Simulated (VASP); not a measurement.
# MgO (P2_1) in VASP: a series of runs

Runs on MgO. Level: PBE. Tasks: single point.

Everything below comes from runs of VASP 6.6.1. Logs are shortened: lines on timing, memory, paths and dates and some standing lists are left out, and cuts for length are marked.

### Step 1. The cell of the first run

It takes space group P2_1 (No. 4, monoclinic). Conventional cell: a = 3.315 Å, b = 5.122 Å, c = 3.315 Å, α = 90.00°, β = 120.00°, γ = 90.00°. Mg (site symmetry 1) has 4 O at 1.99 to 2.02 Å within 2.6 Å. Within 2.6 Å of O (site symmetry 1) lie 4 Mg at 1.99 to 2.02 Å.

### Step 2. Single point, PBE (atoms displaced along a vibrational mode)

Input file INCAR:

```
PREC = Accurate
ENCUT = 520
EDIFF = 1E-7
ISMEAR = 0
SIGMA = 0.05
LREAL = F
LASPH = T
NELM = 60
ALGO = Normal
ISIF = 2
LWAVE = F
LCHARG = T
GGA = PE
LELF = T
LVHAR = T
NBANDS = 16
```

Input file KPOINTS:

```
regular mesh
0
Gamma
  9 9 6
```

Input file POSCAR:

```
MgO
1.0
    3.3152854007      0.0000000000      0.0000000000
   -1.6576427004      2.8711213778      0.0000000000
    0.0000000000      0.0000000000      5.1215474231
Mg O
2 2
Direct
    0.3060461396      0.6796581063      0.0063188067
    0.6939538604      0.3203418937      0.5063188067
    0.3585452670      0.6546632589      0.3982811933
    0.6414547330      0.3453367411      0.8982811933
```

Potentials or basis: VASP PAW PBE potentials, release 64 (Mg, O).

Launch:

```
> cat potpaw_PBE.64/Mg/POTCAR potpaw_PBE.64/O/POTCAR > POTCAR
> mpirun -np 1 vasp_std > vasp.out
```

OUTCAR:

```text
PREC = Accurate
   ENCUT = 520
   EDIFF = 1E-7
   ISMEAR = 0
   LREAL = F
   LASPH = T
   NELM = 60
   ISIF = 2
   GGA = PE

 ion  position               nearest neighbor table
   1  0.306  0.680  0.006-   4 1.99   4 1.99   4 2.00   3 2.02   2 3.11   2 3.11   2 3.16   2 3.16
                             2 3.34   2 3.34
   2  0.694  0.320  0.506-   3 1.99   3 1.99   3 2.00   4 2.02   1 3.11   1 3.11   1 3.16   1 3.16
                             1 3.34   1 3.34
   3  0.359  0.655  0.398-   2 1.99   2 1.99   2 2.00   1 2.02
   4  0.641  0.345  0.898-   1 1.99   1 1.99   1 2.00   2 2.02

  LATTYP: Found a hexagonal cell.
 ALAT       =     3.3152854007
 C/A-ratio  =     1.5448285152

  Lattice vectors:

 A1 = (   3.3152854007,   0.0000000000,   0.0000000000)
 A2 = (  -1.6576427004,   2.8711213778,   0.0000000000)
 A3 = (   0.0000000000,   0.0000000000,   5.1215474231)

Analysis of symmetry for initial positions (statically):
=====================================================================
 Subroutine PRICEL returns:
 Original cell was already a primitive cell.

 Routine SETGRP: Setting up the symmetry group for a
 hexagonal supercell.

 Subroutine GETGRP returns: Found  2 space group operations
 (whereof  1 operations were pure point group operations)
 out of a pool of 24 trial point group operations.

The static configuration has the point symmetry C_1 .
 The point group associated with its full space group is C_2 .

Analysis of symmetry for dynamics (positions and initial velocities):
=====================================================================
 Subroutine PRICEL returns:
 Original cell was already a primitive cell.

 Routine SETGRP: Setting up the symmetry group for a
 hexagonal supercell.

 Subroutine GETGRP returns: Found  2 space group operations
 (whereof  1 operations were pure point group operations)
 out of a pool of 24 trial point group operations.

The dynamic configuration has the point symmetry C_1 .
 The point group associated with its full space group is C_2 .

 Subroutine INISYM returns: Found  2 space group operations
 (whereof  1 operations are pure point group operations),
 and found     1 'primitive' translations

----------------------------------------------------------------------------------------

                                     Primitive cell

  volume of cell :      48.7499

  direct lattice vectors                    reciprocal lattice vectors
     3.315285401  0.000000000  0.000000000     0.301633156  0.174147984  0.000000000
    -1.657642700  2.871121378  0.000000000     0.000000000  0.348295968  0.000000000
     0.000000000  0.000000000  5.121547423     0.000000000  0.000000000  0.195253488

  length of vectors
     3.315285401  3.315285401  5.121547423     0.348295968  0.348295968  0.195253488

  position of ions in fractional coordinates (direct lattice)
     0.306046140  0.679658106  0.006318807
     0.693953860  0.320341894  0.506318807
     0.358545267  0.654663259  0.398281193
     0.641454733  0.345336741  0.898281193

  ion indices of the primitive-cell ions
   primitive index   ion index
                 1           1
                 2           2
                 3           3
                 4           4

----------------------------------------------------------------------------------------

 KPOINTS: regular mesh

Automatic generation of k-mesh.
 Grid dimensions read from file:
 generate k-points for:    9    9    6

 Generating k-lattice:

  Cartesian coordinates                     Fractional coordinates (reciprocal lattice)
     0.033514795  0.019349776  0.000000000     0.111111111 -0.000000000  0.000000000
     0.000000000  0.038699552  0.000000000     0.000000000  0.111111111  0.000000000
     0.000000000  0.000000000  0.032542248     0.000000000  0.000000000  0.166666667

  Length of vectors
     0.038699552  0.038699552  0.032542248

  Shift w.r.t. Gamma in fractional coordinates (k-lattice)
     0.000000000  0.000000000  0.000000000

 Subroutine IBZKPT returns following result:
 ===========================================

 Found    164 irreducible k-points:

 Following reciprocal coordinates:
            Coordinates               Weight
  0.000000  0.000000  0.000000      1.000000
  0.111111  0.000000  0.000000      2.000000
  0.000000  0.111111  0.000000      2.000000
 -0.111111  0.111111  0.000000      2.000000
  0.222222 -0.000000  0.000000      2.000000
  0.000000  0.222222  0.000000      2.000000
[... 16 lines left out ...]
  0.333333  0.111111  0.000000      2.000000
 -0.111111  0.444444  0.000000      2.000000
 [... further k-points ...]
   k-points           NKPTS =    164   k-points in BZ     NKDIM =    164   number of bands    NBANDS=     16
   number of dos      NEDOS =    301   number of ions     NIONS =      4
   total plane-waves  NPLWV =  31360
   dimension x,y,z NGX =    28 NGY =   28 NGZ =   40
   dimension x,y,z NGXF=    56 NGYF=   56 NGZF=   80
   ions per type =               2   2
   NGX,Y,Z   is equivalent  to a cutoff of  14.04, 14.04, 12.98 a.u.
   NGXF,Y,Z  is equivalent  to a cutoff of  28.08, 28.08, 25.97 a.u.
 SYSTEM =  unknown system
   PREC   = accura    normal or accurate (medium, high low for compatibility)
   ISTART =      0    job   : 0-new  1-cont  2-samecut
   ICHARG =      2    charge: 1-file 2-atom 10-const
   ISPIN  =      1    spin polarized calculation?
   LNONCOLLINEAR =      F non collinear calculations
   LSORBIT =      F    spin-orbit coupling
   LASPH  =      T    aspherical Exc in radial PAW
   ENCUT  =  520.0 eV  38.22 Ry    6.18 a.u.   6.16  6.16  9.52*2*pi/ulx,y,z
   NELM   =     60;   NELMIN=  2; NELMDL= -5     # of ELM steps
   EDIFF  = 0.1E-06   stopping-criterion for ELM
   LREAL  =      F    real-space projection
   EDIFFG = 0.1E-05   stopping-criterion for IOM
   NSW    =      0    number of steps for IOM
   IBRION =     -1    ionic relax: 0-MD 1-quasi-New 2-CG
   NFREE  =      0    steps in history (QN), initial steepest desc. (CG)
   ISIF   =      2    stress and relaxation
   ISYM   =      2    0-nonsym 1-usesym 2-fastsym
   POTIM  = 0.5000    time-step for ionic-motion
   TEBEG  =    0.0;   TEEND  =   0.0 temperature during run
   PSTRESS=    0.0 pullay stress
   NELECT =      16.0000    total number of electrons
   NUPDOWN=      -1.0000    fix difference up-down
   EMIN   =  10.00;   EMAX   =-10.00  energy-range for DOS
   EFERMI =   0.00;   METHOD = LEGACY
   ISMEAR =     0;   SIGMA  =   0.05  broadening in eV -4-tet -1-fermi 0-gaus
   EFERMI_NEDOS =   21; number of points for ismear=-14 and -15
   IALGO  =     38    algorithm
   IMIX   =      4    mixing-type and parameters
     AMIX     =   0.40;   BMIX     =  1.00
     AMIX_MAG =   1.60;   BMIX_MAG =  1.00
  volume/ion in A,a.u.               =      12.19        82.25
  Fermi-wavevector in a.u.,A,eV,Ry     =   1.129250  2.133974 17.350238  1.275207
  Thomas-Fermi vector in A             =   2.265943
   LORBIT       =      0    0 simple, 1 ext, 2 COOP (PROOUT), +10 PAW based schemes
   GGA     = PE    functional components
   LHFCALC =     F    Hartree Fock is set to
   AEXX    =    0.0000 exact exchange contribution
   IVDW    =     0    specifies the selected vdW correction
   LEPSILON=     F    determine dielectric tensor
   LRPA    =     F    only Hartree local field effects (RPA)
 non-spin polarized calculation
 Gauss-broadening in eV      SIGMA  =   0.05
  energy-cutoff  :      520.00
  volume of cell :       48.75
 maximum number of plane-waves:      1339
 NGX is ok and might be reduce to    28
   NGX = 13   NGY = 13   NGZ = 19

 number of electron      16.0000003 magnetization

 Free energy of the ion-electron system (eV)
  ---------------------------------------------------
  ext. energy  EPLUGINS =         0.00000000
  ---------------------------------------------------
  free energy    TOTEN  =       -23.46852644 eV

  energy without entropy =      -23.46852644  energy(sigma->0) =      -23.46852644

 E-fermi :   1.1741     XC(G=0):  -9.6101

 val. band max:        0.9466113618   @ k =   0.0000   0.0000   0.0000
 cond. band min:       4.2454743881   @ k =   0.0000   0.0000   0.0000
 fundamental gap:      3.2988630263
 Fermi energy:         1.1740965526

 k-point     1 :       0.0000    0.0000    0.0000
  band No.  band energies     occupation
      1     -15.1755      2.00000
      2     -14.4485      2.00000
      3      -2.2345      2.00000
      4       0.2438      2.00000
      5       0.3499      2.00000
      6       0.4901      2.00000
[... 8 lines left out ...]
     15      16.7967      0.00000
     16      17.9133      0.00000

 k-point     2 :       0.1111    0.0000    0.0000
  band No.  band energies     occupation
      1     -15.1176      2.00000
      2     -14.4252      2.00000
      3      -2.1178      2.00000
      4      -0.0547      2.00000
      5       0.1914      2.00000
      6       0.2169      2.00000
[... 8 lines left out ...]
     15      17.0022      0.00000
     16      17.4574      0.00000

 k-point     3 :       0.0000    0.1111    0.0000
  band No.  band energies     occupation
      1     -15.1172      2.00000
      2     -14.4260      2.00000
      3      -2.1163      2.00000
      4      -0.0381      2.00000
      5       0.2013      2.00000
      6       0.2186      2.00000
[... 8 lines left out ...]
     15      16.9054      0.00000
     16      17.4946      0.00000

 k-point     4 :      -0.1111    0.1111    0.0000
  band No.  band energies     occupation
      1     -15.1155      2.00000
      2     -14.4283      2.00000
      3      -2.1119      2.00000
      4      -0.0173      2.00000
      5       0.2328      2.00000
      6       0.2527      2.00000
[... 8 lines left out ...]
     15      16.8926      0.00000
     16      17.0833      0.00000
[... 324 lines left out ...]
 k-point    22 :       0.3333   -0.1111    0.0000
  band No.  band energies     occupation
      1     -14.8307      2.00000
      2     -14.3409      2.00000
      3      -1.4863      2.00000
      4      -1.2977      2.00000
      5      -0.6873      2.00000
      6      -0.0506      2.00000
[... 8 lines left out ...]
     15      15.3719      0.00000
     16      16.3759      0.00000

 k-point    23 :       0.3333    0.1111    0.0000
  band No.  band energies     occupation
      1     -14.6623      2.00000
      2     -14.3010      2.00000
      3      -1.8814      2.00000
      4      -1.0840      2.00000
      5      -0.9428      2.00000
      6      -0.2832      2.00000
[... 8 lines left out ...]
     15      15.3370      0.00000
     16      16.7411      0.00000

 k-point    24 :      -0.1111    0.4444    0.0000
  band No.  band energies     occupation
      1     -14.6437      2.00000
      2     -14.3236      2.00000
      3      -1.8072      2.00000
      4      -1.0529      2.00000
      5      -0.9227      2.00000
      6      -0.3037      2.00000
[... 8 lines left out ...]
     15      15.0821      0.00000
     16      16.4674      0.00000

 [... further k-points ...]

------------------------ aborting loop because EDIFF is reached ----------------------------------------

  FORCE on cell =-STRESS in cart. coord.  units (eV):
  Direction    XX          YY          ZZ          XY          YZ          ZX
  --------------------------------------------------------------------------------------
  -------------------------------------------------------------------------------------
  Total       -0.3550605     -0.1696014     -0.1003880      0.0693407      0.0000000      0.0000000
  in kB      -11.6691514     -5.5739931     -3.2992753      2.2789007      0.0000000      0.0000000
  external PRESSURE =      -6.8474732 kB  Pullay stress =       0.0000000 kB

 VOLUME and BASIS-vectors are now :
 -----------------------------------------------------------------------------
  energy-cutoff  :      520.00
  volume of cell :       48.75
      direct lattice vectors                 reciprocal lattice vectors
     3.315285401  0.000000000  0.000000000     0.301633156  0.174147984  0.000000000
    -1.657642700  2.871121378  0.000000000     0.000000000  0.348295968  0.000000000
     0.000000000  0.000000000  5.121547423     0.000000000  0.000000000  0.195253488

 POSITION                                       TOTAL-FORCE (eV/Angst)
 -----------------------------------------------------------------------------------
     -0.11200      1.95138      0.03236         0.321785     -0.081907      0.070249
      1.76964      0.91974      2.59314        -0.321785      0.081907      0.070249
      0.10348      1.87962      2.03982        -0.227152      0.090143     -0.070249
      1.55416      0.99150      4.60059         0.227152     -0.090143     -0.070249
 -----------------------------------------------------------------------------------
    total drift:                               -0.000000     -0.000000     -0.001377

  FREE ENERGIE OF THE ION-ELECTRON SYSTEM (eV)
  ---------------------------------------------------
  free  energy   TOTEN  =       -23.4685264415 eV

  energy  without entropy=      -23.4685264415  energy(sigma->0) =      -23.46852644
```

It took 75 s on 1 thread of Intel Xeon Platinum 8488C (Sapphire Rapids), shared host; peak memory 0.26 GiB.

Results:

| Property | Result |
| --- | --- |
| Free energy | -23.4685 eV |
| Pressure | -0.7 GPa |
| Largest force | 0.339 eV/Å |
| Band gap on the k mesh | 3.30 eV |

Forces on the atoms (eV/Å):
```
Mg   0.322 -0.082  0.070
Mg  -0.322  0.082  0.070
O   -0.227  0.090 -0.070
O    0.227 -0.090 -0.070
```

Caveat: the cell differs from its parent crystal (atoms displaced along a vibrational mode); an odd mesh through Γ misses points on the zone boundary, where band edges can lie.

### Step 3. Single point, PBE (atoms displaced along a vibrational mode)

Input file INCAR:

```
PREC = Accurate ; ENCUT = 520
EDIFF = 1E-6 ; ISMEAR = 0
SIGMA = 0.05 ; LREAL = False
LASPH = True ; NELM = 80
ALGO = Normal ; ISIF = 2
LWAVE = False ; LCHARG = False
GGA = PE ; NBANDS = 16
```

KPOINTS is that of step 2.

Input file POSCAR:

```
MgO
1.0
    3.3152854007      0.0000000000      0.0000000000
   -1.6576427004      2.8711213778      0.0000000000
    0.0000000000      0.0000000000      5.1215474231
Mg O
2 2
Direct
    0.3125592742      0.6926843755      0.0063188067
    0.6874407258      0.3073156245      0.5063188067
    0.3525274728      0.6426276703      0.3982811933
    0.6474725272      0.3573723297      0.8982811933
```

Potentials or basis: VASP PAW PBE potentials, release 64 (Mg, O).

Launch:

```
> cat potpaw_PBE.64/Mg/POTCAR potpaw_PBE.64/O/POTCAR > POTCAR
> mpirun -np 1 vasp_std > vasp.out
```

It took 64 s on 1 thread of Intel Xeon Platinum 8488C (Sapphire Rapids), shared host; peak memory 0.26 GiB.

It converged, with:

| Quantity | Value |
| --- | --- |
| Free energy | -23.4492 eV |
| Pressure | -0.8 GPa |
| Largest force | 0.374 eV/Å |
| Band gap on the k mesh | 3.27 eV |

Forces in eV/Å, atoms in the order of the input:
```
Mg   0.297 -0.210  0.089
Mg  -0.297  0.210  0.089
O   -0.241  0.154 -0.089
O    0.241 -0.154 -0.089
```

Stress tensor (GPa, compression positive):
```
-1.17  0.45  0.00
 0.45 -0.80  0.00
 0.00  0.00 -0.30
```

Levels at points of the mesh, in eV from the valence-band top:
| k point | band 6 | band 7 | band 8 | band 9 | band 10 | band 11 |
| --- | --- | --- | --- | --- | --- | --- |
| (0.00, 0.00, 0.00) | -0.48 | -0.28 | 0.00 | 3.27 | 8.21 | 9.89 |
| (0.00, 0.00, 0.50) | -0.54 | -0.50 | -0.50 | 5.71 | 5.71 | 12.74 |

Caveat: the cell differs from its parent crystal (atoms displaced along a vibrational mode); an odd mesh through Γ misses points on the zone boundary, where band edges can lie.

(Continued in part 2 of 2.)
